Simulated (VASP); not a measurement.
# Hf3Si2N (P-6m2) in VASP: a series of runs

Runs on Hf3Si2N. Level: PBE. Tasks: single point, relaxation of cell and atoms.

All numbers are computed with VASP 6.6.1; they aren't measurements. Logs are shortened: lines on timing, memory, paths and dates and some standing lists are left out, and cuts for length are marked.

**1. The cell of the first run**

It takes space group P-6m2 (No. 187, hexagonal). Conventional cell: a = 4.464 Å, b = 4.464 Å, c = 5.638 Å, α = 90.00°, β = 90.00°, γ = 120.00°. Hf (site symmetry -6m2) has 3 Hf at 2.58 Å and 2 N at 2.82 Å and 6 Si at 2.91 Å within 3.4 Å. Hf (site symmetry -6m2) has 3 N at 2.58 Å and 2 Hf at 2.82 Å and 6 Si at 2.96 Å within 3.4 Å. Within 3.4 Å of Hf (site symmetry -6m2) lie 5 Hf at 2.58 to 2.82 Å and 6 Si at 2.91 Å. Within 3.6 Å of Si (site symmetry 3m) lie 2 Si at 2.71 to 2.92 Å and 9 Hf at 2.91 to 2.96 Å and 3 N at 2.96 Å. N (site symmetry -6m2) has 5 Hf at 2.58 to 2.82 Å and 6 Si at 2.96 Å within 3.4 Å.

The cell was built from a structure type or drawn by symmetry, and may not be a known phase.

**2. Single point, PBE**

INCAR reads:

```
SYSTEM = Hf3Si2N
ALGO = Normal ; EDIFF = 1E-6
ENCUT = 520 ; GGA = PE
ISIF = 2 ; ISMEAR = 0
LASPH = .TRUE. ; LCHARG = .FALSE.
LREAL = .FALSE. ; LWAVE = .FALSE.
NBANDS = 30 ; NELM = 100
PREC = Accurate ; SIGMA = 0.1
```

KPOINTS reads:

```
k-points
0
G
  6 6 2
  0 0 0
```

POSCAR reads:

```
Hf3Si2N
1.0
    4.4643053879      0.0000000000      0.0000000000
   -2.2321526940      3.8662018762      0.0000000000
    0.0000000000      0.0000000000      5.6375193940
Hf Si N
3 2 1
Direct
    0.6666666667      0.3333333333      0.5000000000
    0.0000000000      0.0000000000      0.0000000000
    0.0000000000      0.0000000000      0.5000000000
    0.3333333333      0.6666666667      0.2593256336
    0.3333333333      0.6666666667      0.7406743664
    0.6666666667      0.3333333333      0.0000000000
```

Potentials or basis: VASP PAW PBE potentials, release 64 (Hf_pv, Si, N).

On the command line:

```sh
$ cat potpaw_PBE.64/Hf_pv/POTCAR potpaw_PBE.64/Si/POTCAR potpaw_PBE.64/N/POTCAR > POTCAR
$ mpirun -np 1 vasp_std > vasp.out
```

OUTCAR:

```text
SYSTEM = Hf3Si2N
   EDIFF = 1E-6
   ENCUT = 520
   GGA = PE
   ISIF = 2
   ISMEAR = 0
   LASPH = .TRUE.
   LREAL = .FALSE.
   NELM = 100
   PREC = Accurate

 ion  position               nearest neighbor table
   1  0.667  0.333  0.500-   3 2.58   3 2.58   3 2.58   6 2.82   6 2.82   5 2.91   4 2.91   5 2.91
                             4 2.91   5 2.91   4 2.91   2 3.82   2 3.82   2 3.82   2 3.82   2 3.82
   2  0.000  0.000  0.000-   6 2.58   6 2.58   6 2.58   3 2.82   3 2.82   5 2.96   4 2.96   4 2.96
                             5 2.96   4 2.96   5 2.96   1 3.82   1 3.82   1 3.82   1 3.82   1 3.82
   3  0.000  0.000  0.500-   1 2.58   1 2.58   1 2.58   2 2.82   2 2.82   4 2.91   5 2.91   4 2.91
                             5 2.91   4 2.91   5 2.91
   4  0.333  0.667  0.259-   5 2.71   1 2.91   1 2.91   3 2.91   3 2.91   3 2.91   1 2.91   5 2.92
                             2 2.96   2 2.96   2 2.96
   5  0.333  0.667  0.741-   4 2.71   1 2.91   1 2.91   3 2.91   3 2.91   3 2.91   1 2.91   4 2.92
                             2 2.96   2 2.96   2 2.96
   6  0.667  0.333  0.000-   2 2.58   2 2.58   2 2.58   1 2.82   1 2.82

  LATTYP: Found a hexagonal cell.
 ALAT       =     4.4643053879
 C/A-ratio  =     1.2627987792

  Lattice vectors:

 A1 = (   4.4643053879,   0.0000000000,   0.0000000000)
 A2 = (  -2.2321526940,   3.8662018762,   0.0000000000)
 A3 = (   0.0000000000,   0.0000000000,   5.6375193940)

Analysis of symmetry for initial positions (statically):
=====================================================================
 Subroutine PRICEL returns:
 Original cell was already a primitive cell.

 Routine SETGRP: Setting up the symmetry group for a
 hexagonal supercell.

 Subroutine GETGRP returns: Found 12 space group operations
 (whereof 12 operations were pure point group operations)
 out of a pool of 24 trial point group operations.

The static configuration has the point symmetry D_3h.

Analysis of symmetry for dynamics (positions and initial velocities):
=====================================================================
 Subroutine PRICEL returns:
 Original cell was already a primitive cell.

 Routine SETGRP: Setting up the symmetry group for a
 hexagonal supercell.

 Subroutine GETGRP returns: Found 12 space group operations
 (whereof 12 operations were pure point group operations)
 out of a pool of 24 trial point group operations.

The dynamic configuration has the point symmetry D_3h.

 Subroutine INISYM returns: Found 12 space group operations
 (whereof 12 operations are pure point group operations),
 and found     1 'primitive' translations

[... 97 lines left out ...]
   ISIF   =      2    stress and relaxation
   ISYM   =      2    0-nonsym 1-usesym 2-fastsym
   POTIM  = 0.5000    time-step for ionic-motion
   TEBEG  =    0.0;   TEEND  =   0.0 temperature during run
   PSTRESS=    0.0 pullay stress
   NELECT =      43.0000    total number of electrons
   NUPDOWN=      -1.0000    fix difference up-down
   EMIN   =  10.00;   EMAX   =-10.00  energy-range for DOS
   EFERMI =   0.00;   METHOD = LEGACY
   ISMEAR =     0;   SIGMA  =   0.10  broadening in eV -4-tet -1-fermi 0-gaus
   EFERMI_NEDOS =   21; number of points for ismear=-14 and -15
   IALGO  =     38    algorithm
   IMIX   =      4    mixing-type and parameters
     AMIX     =   0.40;   BMIX     =  1.00
     AMIX_MAG =   1.60;   BMIX_MAG =  1.00
  volume/ion in A,a.u.               =      16.22       109.44
  Fermi-wavevector in a.u.,A,eV,Ry     =   1.246969  2.356429 21.156114  1.554931
  Thomas-Fermi vector in A             =   2.381122
   LORBIT       =      0    0 simple, 1 ext, 2 COOP (PROOUT), +10 PAW based schemes
   GGA     = PE    functional components
   LHFCALC =     F    Hartree Fock is set to
   AEXX    =    0.0000 exact exchange contribution
   IVDW    =     0    specifies the selected vdW correction
   LEPSILON=     F    determine dielectric tensor
   LRPA    =     F    only Hartree local field effects (RPA)
 non-spin polarized calculation
 Gauss-broadening in eV      SIGMA  =   0.10
  energy-cutoff  :      520.00
  volume of cell :       97.30
 maximum number of plane-waves:      2667
 NGX is ok and might be reduce to    36

 number of electron      42.9999997 magnetization

 Free energy of the ion-electron system (eV)
  ---------------------------------------------------
  ext. energy  EPLUGINS =         0.00000000
  ---------------------------------------------------
  free energy    TOTEN  =       -47.11655777 eV

  energy without entropy =      -47.09978912  energy(sigma->0) =      -47.10817345

 E-fermi :   6.5313     XC(G=0): -11.5669

 val. band max:        6.4494596805   @ k =   0.3333   0.1667   0.0000
 cond. band min:       6.5452393318   @ k =   0.3333   0.3333   0.0000
 fundamental gap:      0.0957796513
 Fermi energy:         6.5313228145

 k-point     1 :       0.0000    0.0000    0.0000
  band No.  band energies     occupation
      1     -24.6761      2.00000
      2     -24.6761      2.00000
      3     -24.6078      2.00000
      4     -24.2804      2.00000
      5     -24.2804      2.00000
      6     -24.0274      2.00000
[... 451 lines left out ...]
     29      10.4397      0.00000
     30      10.4983      0.00000

------------------------ aborting loop because EDIFF is reached ----------------------------------------

  FORCE on cell =-STRESS in cart. coord.  units (eV):
  Direction    XX          YY          ZZ          XY          YZ          ZX
  --------------------------------------------------------------------------------------
  -------------------------------------------------------------------------------------
  Total       -0.3416688     -0.3416688     -0.2009425      0.0000000      0.0000000     -0.0000000
  in kB       -5.6258663     -5.6258663     -3.3086893      0.0000000      0.0000000     -0.0000000
  external PRESSURE =      -4.8534740 kB  Pullay stress =       0.0000000 kB

 VOLUME and BASIS-vectors are now :
 -----------------------------------------------------------------------------
  energy-cutoff  :      520.00
  volume of cell :       97.30
      direct lattice vectors                 reciprocal lattice vectors
     4.464305388  0.000000000  0.000000000     0.223999013  0.129325890  0.000000000
    -2.232152694  3.866201876  0.000000000     0.000000000  0.258651781  0.000000000
     0.000000000  0.000000000  5.637519394     0.000000000  0.000000000  0.177382982

 POSITION                                       TOTAL-FORCE (eV/Angst)
 -----------------------------------------------------------------------------------
      2.23215      1.28873      2.81876        -0.000000      0.000000      0.000000
      0.00000      0.00000      0.00000        -0.000000     -0.000000      0.000000
      0.00000      0.00000      2.81876        -0.000000      0.000000      0.000000
     -0.00000      2.57747      1.46195        -0.000000     -0.000000      0.006047
     -0.00000      2.57747      4.17557        -0.000000     -0.000000     -0.006047
      2.23215      1.28873      0.00000         0.000000      0.000000      0.000000
 -----------------------------------------------------------------------------------
    total drift:                               -0.000000      0.000000      0.000000

  FREE ENERGIE OF THE ION-ELECTRON SYSTEM (eV)
  ---------------------------------------------------
  free  energy   TOTEN  =       -47.1165577746 eV

  energy  without entropy=      -47.0997891177  energy(sigma->0) =      -47.10817345
```

OSZICAR:

```text
N       E                     dE             d eps       ncg     rms          rms(c)
DAV:   1     0.165585942737E+03    0.16559E+03   -0.22129E+04   848   0.133E+03
DAV:   2    -0.385522573550E+02   -0.20414E+03   -0.19567E+03   986   0.318E+02
DAV:   3    -0.505413913887E+02   -0.11989E+02   -0.11659E+02  1128   0.528E+01
DAV:   4    -0.507555514102E+02   -0.21416E+00   -0.21370E+00  1066   0.745E+00
DAV:   5    -0.507586950676E+02   -0.31437E-02   -0.31429E-02  1058   0.852E-01    0.689E+01
DAV:   6    -0.491602123536E+02    0.15985E+01   -0.32392E+01  1102   0.222E+01    0.547E+01
DAV:   7    -0.492157999731E+02   -0.55588E-01   -0.44142E+01  1090   0.163E+01    0.247E+01
DAV:   8    -0.472063609612E+02    0.20094E+01   -0.77053E+00  1138   0.104E+01    0.435E+00
DAV:   9    -0.471326503014E+02    0.73711E-01   -0.16044E+00  1058   0.511E+00    0.409E+00
DAV:  10    -0.471194556031E+02    0.13195E-01   -0.13773E-01  1066   0.178E+00    0.141E+00
DAV:  11    -0.471167711967E+02    0.26844E-02   -0.16782E-02  1028   0.734E-01    0.555E-01
DAV:  12    -0.471166070128E+02    0.16418E-03   -0.24668E-03  1140   0.263E-01    0.188E-01
DAV:  13    -0.471165534854E+02    0.53527E-04   -0.31822E-04  1014   0.900E-02    0.977E-02
DAV:  14    -0.471165641741E+02   -0.10689E-04   -0.97416E-05  1192   0.428E-02    0.620E-02
DAV:  15    -0.471165589674E+02    0.52067E-05   -0.61473E-05  1158   0.292E-02    0.182E-02
DAV:  16    -0.471165577584E+02    0.12090E-05   -0.50723E-06   926   0.106E-02    0.790E-03
DAV:  17    -0.471165577746E+02   -0.16213E-07   -0.12374E-06   714   0.491E-03
   1 F= -.47116558E+02 E0= -.47108173E+02  d E =-.167687E-01
```

It took 46 s on 1 thread of AMD EPYC 9R14 (Zen 4), shared host; peak memory 0.2 GiB.

Results:

| Quantity | Value |
| --- | --- |
| Free energy | -47.1166 eV |
| Pressure | -0.5 GPa |
| Largest force | 0.006 eV/Å |
| Band gap on the k mesh | zero (an odd number of electrons rules out a gap without spin polarisation) |

Forces in eV/Å, atoms in the order of the input:
```
Hf   0.000  0.000  0.000
Hf   0.000  0.000  0.000
Hf   0.000  0.000  0.000
Si   0.000  0.000  0.006
Si   0.000  0.000 -0.006
N    0.000  0.000  0.000
```

Caveat: the k points lie up to 0.56 Å⁻¹ apart, too coarse for converged energies and pressures of a metal; spin-orbit coupling is left out, which moves the levels of the heavy elements.

**3. Single point, PBE**

This run uses another cell than the first one, of 21.31 Å³/atom.

INCAR reads:

```
PREC     = Accurate       # precision mode
ENCUT    = 520            # plane-wave cutoff, eV
EDIFF    = 1E-6           # SCF threshold, eV
ISMEAR   = 0              # smearing method
SIGMA    = 0.1            # smearing width, eV
LREAL    = False          # projectors in reciprocal space
LASPH    = True           # aspherical terms in the spheres
NELM     = 100            # most SCF steps
ALGO     = Normal         # electronic algorithm
ISIF     = 2              # what is computed and relaxed
LWAVE    = False          # write WAVECAR
LCHARG   = False          # write CHGCAR
GGA      = PE             # functional
NBANDS   = 30             # bands
```

KPOINTS reads:

```
Automatic mesh
0
Gamma
  6 6 2
```

POSCAR reads:

```
Hf3Si2N
1.0
    4.0770667800      0.0000000000      0.0000000000
   -2.0385333900      3.5308434100      0.0000000000
    0.0000000000      0.0000000000      8.8816807100
Hf Si N
3 2 1
Direct
    0.6666666700      0.3333333300      0.5000000000
    0.0000000000      0.0000000000      0.0000000000
    0.0000000000      0.0000000000      0.5000000000
    0.3333333300      0.6666666700      0.2516720000
    0.3333333300      0.6666666700      0.7483280000
    0.6666666700      0.3333333300      0.0000000000
```

Potentials or basis: VASP PAW PBE potentials, release 64 (Hf_pv, Si, N).

On the command line:

```sh
$ cat potpaw_PBE.64/Hf_pv/POTCAR potpaw_PBE.64/Si/POTCAR potpaw_PBE.64/N/POTCAR > POTCAR
$ mpirun -np 1 vasp_std > vasp.out
```

OUTCAR:

```text
PREC = Accurate
   ENCUT = 520
   EDIFF = 1E-6
   ISMEAR = 0
   LREAL = False
   LASPH = True
   NELM = 100
   ISIF = 2
   GGA = PE

 ion  position               nearest neighbor table
   1  0.667  0.333  0.500-   3 2.35   3 2.35   3 2.35   5 3.23   4 3.23   5 3.23   4 3.23   5 3.23
                             4 3.23
   2  0.000  0.000  0.000-   6 2.35   6 2.35   6 2.35   4 3.25   5 3.25   4 3.25   5 3.25   4 3.25
                             5 3.25
   3  0.000  0.000  0.500-   1 2.35   1 2.35   1 2.35   5 3.23   4 3.23   4 3.23   5 3.23   4 3.23
                             5 3.23
   4  0.333  0.667  0.252-   3 3.23   1 3.23   1 3.23   3 3.23   3 3.23   1 3.23   2 3.25   2 3.25
                             2 3.25
   5  0.333  0.667  0.748-   3 3.23   1 3.23   1 3.23   3 3.23   3 3.23   1 3.23   2 3.25   2 3.25
                             2 3.25
   6  0.667  0.333  0.000-   2 2.35   2 2.35   2 2.35

  LATTYP: Found a hexagonal cell.
 ALAT       =     4.0770667800
 C/A-ratio  =     2.1784486714

  Lattice vectors:

 A1 = (   4.0770667800,   0.0000000000,   0.0000000000)
 A2 = (  -2.0385333900,   3.5308434100,   0.0000000000)
 A3 = (   0.0000000000,   0.0000000000,   8.8816807100)

[... 174 lines left out ...]
 cond. band min:       3.9693074324   @ k =   0.5000   0.0000   0.5000
 fundamental gap:      0.0472255529
 Fermi energy:         3.9230122675

 k-point     1 :       0.0000    0.0000    0.0000
  band No.  band energies     occupation
      1     -27.9597      2.00000
      2     -27.9071      2.00000
      3     -27.9071      2.00000
      4     -27.6535      2.00000
      5     -27.6535      2.00000
      6     -26.4965      2.00000
[... 451 lines left out ...]
     29       7.6099      0.00000
     30       7.7766      0.00000

------------------------ aborting loop because EDIFF is reached ----------------------------------------

  FORCE on cell =-STRESS in cart. coord.  units (eV):
  Direction    XX          YY          ZZ          XY          YZ          ZX
  --------------------------------------------------------------------------------------
  -------------------------------------------------------------------------------------
  Total       -0.9155315     -0.9155315    -15.1333407      0.0000000      0.0000000      0.0000000
  in kB      -11.4726159    -11.4726160   -189.6373826      0.0000000      0.0000000      0.0000000
  external PRESSURE =     -70.8608715 kB  Pullay stress =       0.0000000 kB

 VOLUME and BASIS-vectors are now :
 -----------------------------------------------------------------------------
  energy-cutoff  :      520.00
  volume of cell :      127.86
      direct lattice vectors                 reciprocal lattice vectors
     4.077066780  0.000000000  0.000000000     0.245274373  0.141609225  0.000000000
    -2.038533390  3.530843410  0.000000000     0.000000000  0.283218451  0.000000000
     0.000000000  0.000000000  8.881680710     0.000000000  0.000000000  0.112591303

 POSITION                                       TOTAL-FORCE (eV/Angst)
 -----------------------------------------------------------------------------------
      2.03853      1.17695      4.44084         0.000000     -0.000000      0.000000
      0.00000      0.00000      0.00000        -0.000000      0.000000      0.000000
      0.00000      0.00000      4.44084         0.000000      0.000000      0.000000
     -0.00000      2.35390      2.23527        -0.000000     -0.000000      2.089373
     -0.00000      2.35390      6.64641        -0.000000     -0.000000     -2.089373
      2.03853      1.17695      0.00000        -0.000000      0.000000      0.000000
 -----------------------------------------------------------------------------------
    total drift:                               -0.000016      0.000009      0.000000

  FREE ENERGIE OF THE ION-ELECTRON SYSTEM (eV)
  ---------------------------------------------------
  free  energy   TOTEN  =       -42.2658616384 eV

  energy  without entropy=      -42.2302346792  energy(sigma->0) =      -42.24804816
```

stdout:

```text
POSCAR found type information on POSCAR HfSiN
 POSCAR found :  3 types and       6 ions
 scaLAPACK will be used
 LDA part: xc-table for (Slater+PW92), standard interpolation
 POSCAR, INCAR and KPOINTS ok, starting setup
 FFT: planning ... GRIDC
 FFT: planning ... GRID_SOFT
 FFT: planning ... GRID
 WAVECAR not read
 entering main loop
```

Run time: 46 s. Hardware: 1 thread of AMD EPYC 9R14 (Zen 4), shared host; peak memory 0.22 GiB.

Results:

| Property | Result |
| --- | --- |
| Free energy | -42.2659 eV |
| Pressure | -7.1 GPa |
| Largest force | 2.089 eV/Å |
| Band gap on the k mesh | zero (an odd number of electrons rules out a gap without spin polarisation) |

Forces in eV/Å, atoms in the order of the input:
```
Hf   0.000  0.000  0.000
Hf   0.000  0.000  0.000
Hf   0.000  0.000  0.000
Si   0.000  0.000  2.089
Si   0.000  0.000 -2.089
N    0.000  0.000  0.000
```

Stress tensor (GPa, compression positive):
```
 -1.15   0.00   0.00
  0.00  -1.15   0.00
  0.00   0.00 -18.96
```

Levels at points of the mesh, in eV from the Fermi level:
| k point | band 19 | band 20 | band 21 | band 22 | band 23 | band 24 |
| --- | --- | --- | --- | --- | --- | --- |
| (0.00, 0.00, 0.00) | -0.15 | 0.25 | 0.25 | 0.84 | 0.84 | 1.41 |
| (0.50, 0.00, 0.00) | -1.51 | -0.78 | -0.21 | -0.16 | 0.24 | 0.79 |
| (0.00, 0.00, 0.50) | -0.12 | 0.13 | 0.13 | 0.90 | 1.39 | 1.39 |
| (0.50, 0.00, 0.50) | -1.30 | -0.86 | -0.70 | 0.05 | 0.13 | 0.78 |

Caveat: the cell stands under tension; spin-orbit coupling is left out, which moves the levels of the heavy elements; forces of over 1 eV/Å act on the atoms, so gaps and moduli don't describe the material at rest.

**4. Single point, PBE**

This run uses another cell than the first one, of the same volume but with other edges.

INCAR reads:

```
SYSTEM = Hf3Si2N
ALGO = Normal
EDIFF = 1E-7
ENCUT = 520
GGA = PE
ISIF = 2
ISMEAR = 0
LASPH = .TRUE.
LCHARG = .FALSE.
LREAL = .FALSE.
LWAVE = .FALSE.
NBANDS = 30
NELM = 100
PREC = Accurate
SIGMA = 0.1
```

KPOINTS reads:

```
k-points
0
G
  6 6 4
  0 0 0
```

POSCAR reads:

```
Hf3Si2N
1.0
    4.5215856868      0.0000000000      0.0000000000
   -2.2607928434      3.9158080702      0.0000000000
    0.0000000000      0.0000000000      5.5036008240
Hf Si N
3 2 1
Direct
    0.6666666667      0.3333333333      0.5000000000
    0.0000000000      0.0000000000      0.0000000000
    0.0000000000      0.0000000000      0.5000000000
    0.3333333333      0.6666666667      0.2606872354
    0.3333333333      0.6666666667      0.7393127646
    0.6666666667      0.3333333333      0.0000000000
```

On the command line:

```sh
$ cat potpaw_PBE.64/Hf_pv/POTCAR potpaw_PBE.64/Si/POTCAR potpaw_PBE.64/N/POTCAR > POTCAR
$ mpirun -np 1 vasp_std > vasp.out
```

Run time: 71 s. Hardware: 1 thread of AMD EPYC 9R14 (Zen 4), shared host; peak memory 0.21 GiB.

Results (log left out):

| Property | Result |
| --- | --- |
| Free energy | -47.2522 eV |
| Pressure | -0.8 GPa |
| Largest force | 0.037 eV/Å |
| Band gap on the k mesh | zero (an odd number of electrons rules out a gap without spin polarisation) |

Forces on the atoms (eV/Å):
```
Hf   0.000  0.000  0.000
Hf   0.000  0.000  0.000
Hf   0.000  0.000  0.000
Si   0.000  0.000 -0.037
Si   0.000  0.000  0.037
N    0.000  0.000  0.000
```

Stress tensor (GPa, compression positive):
```
-0.76  0.00  0.00
 0.00 -0.76  0.00
 0.00  0.00 -0.84
```

Levels at points of the mesh, in eV from the Fermi level:
```
           k point  band 18  band 19  band 20  band 21  band 22  band 23  band 24  band 25
(0.00, 0.00, 0.00)    -2.12    -2.06    -2.06    -0.76    -0.47    -0.47     1.63     1.63
(0.50, 0.00, 0.00)    -2.22    -1.85    -1.32    -0.89     0.23     0.68     1.84     2.16
(0.00, 0.00, 0.50)    -1.21    -1.21    -0.37     0.27     0.41     0.41     0.84     0.84
(0.50, 0.00, 0.50)    -1.36    -1.32    -0.89    -0.44    -0.38     0.03     1.16     1.41
```

Caveat: spin-orbit coupling is left out, which moves the levels of the heavy elements.

[end of part 1 of 2]
